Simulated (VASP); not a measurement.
A run of VASP 6.6.1:

INCAR

```
  PREC = Accurate
  ENCUT = 520
  EDIFF = 1E-7
  ISMEAR = 0
  SIGMA = 0.1
  LREAL = F
  LASPH = T
  NELM = 80
  ALGO = Normal
  ISIF = 2
  LWAVE = F
  LCHARG = T
  GGA = PE
  LELF = T
  LVHAR = T
  NBANDS = 12
```

Contents of KPOINTS:

```
Automatic mesh
0
Gamma
  8 8 8
```

POSCAR

```
In
1.0
   -1.4240305369      1.4240305369      1.4240305369
    1.4240305369     -1.4240305369      1.4240305369
    1.4240305369      1.4240305369     -1.4240305369
In
1
Direct
    0.0000000000      0.0000000000      0.0000000000
```

Potentials or basis: VASP PAW PBE potentials, release 64 (In_d).

Command:

```console
$ cat potpaw_PBE.64/In_d/POTCAR > POTCAR
$ mpirun -np 1 vasp_std > vasp.out
```

Hardware: 1 thread of Intel(R) Xeon(R) Platinum 8481C CPU @ 2.70GHz (Sapphire Rapids), with other jobs on the host.

Problem. Estimate the wall time of this run.

Solution. Wall time 3.1 s on 1 thread of Intel(R) Xeon(R) Platinum 8481C CPU @ 2.70GHz (Sapphire Rapids) (shared host), peak memory 0.12 GiB. Counts: scf iterations 14, k points 29.
